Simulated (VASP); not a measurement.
A run of VASP 6.6.1:

INCAR

```
SYSTEM = InSe
PREC = Accurate
ENCUT = 520
EDIFF = 1E-6
ISMEAR = 0
SIGMA = 0.02
LREAL = .False.
LASPH = .True.
NELM = 100
ALGO = Normal
ISIF = 2
LWAVE = .False.
LCHARG = .False.
LDIPOL = .True.
IDIPOL = 3
DIPOL = 0.5 0.5 0.500
GGA = PE
IVDW = 12
NBANDS = 27
```

Contents of KPOINTS:

```
regular mesh
0
Gamma
  9 9 1
  0 0 0
```

POSCAR

```
InSe
1.0
    3.9600000000      0.0000000000      0.0000000000
   -1.9800000000      3.4294605990      0.0000000000
    0.0000000000      0.0000000000     36.7199571806
Se In
2 2
Direct
    0.0000000000      0.0000000000      0.4234745921
    0.0000000000      0.0000000000      0.5764976464
    0.6666666667      0.3333333333      0.4602840497
    0.6666666667      0.3333333333      0.5396882496
```

Potentials or basis: VASP PAW PBE potentials, release 64 (Se, In_d).

Run with:

```bash
$ cat potpaw_PBE.64/Se/POTCAR potpaw_PBE.64/In_d/POTCAR > POTCAR
$ mpirun -np 1 vasp_std > vasp.out
```

Hardware: 1 thread of Intel(R) Xeon(R) Platinum 8375C CPU @ 2.90GHz (Ice Lake), with other jobs on the host.

Problem. How long does it take, and how much memory?

Solution. It took 5.1 min on 1 thread of Intel(R) Xeon(R) Platinum 8375C CPU @ 2.90GHz (Ice Lake), with other jobs on the host, peak memory 0.59 GiB. Counts: scf iterations 22, k points 12.
